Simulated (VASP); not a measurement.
A run of VASP 6.6.1 is set up as follows.

File INCAR:

```
SYSTEM = SrCl2
ALGO = Normal
EDIFF = 1E-6
ENCUT = 520
GGA = PE
ISIF = 2
ISMEAR = 0
LASPH = .True.
LCHARG = .False.
LREAL = .False.
LWAVE = .False.
NBANDS = 19
NELM = 80
PREC = Accurate
SIGMA = 0.05
```

KPOINTS

```
k-points
0
Gamma
  6 6 6
  0 0 0
```

The input POSCAR:

```
SrCl2
1.0
    0.0000000000      3.5545570975      3.6704356589
    3.5545570975      0.0000000000      3.6704356589
    3.5545570975      3.5545570975      0.0000000000
Sr Cl
1 2
Direct
    0.0000000000      0.0000000000      0.0000000000
    0.2500000000      0.2500000000      0.2500000000
    0.7500000000      0.7500000000      0.7500000000
```

Potentials or basis: VASP PAW PBE potentials, release 64 (Sr_sv, Cl).

Command:

```console
$ cat potpaw_PBE.64/Sr_sv/POTCAR potpaw_PBE.64/Cl/POTCAR > POTCAR
$ mpirun -np 1 vasp_std > vasp.out
```

(1) Predict the pressure.

(2) What does it give for the band gap on the k mesh?

Results:

(1) -1.7 GPa.

(2) 4.92 eV, indirect (least direct gap 5.21 eV).
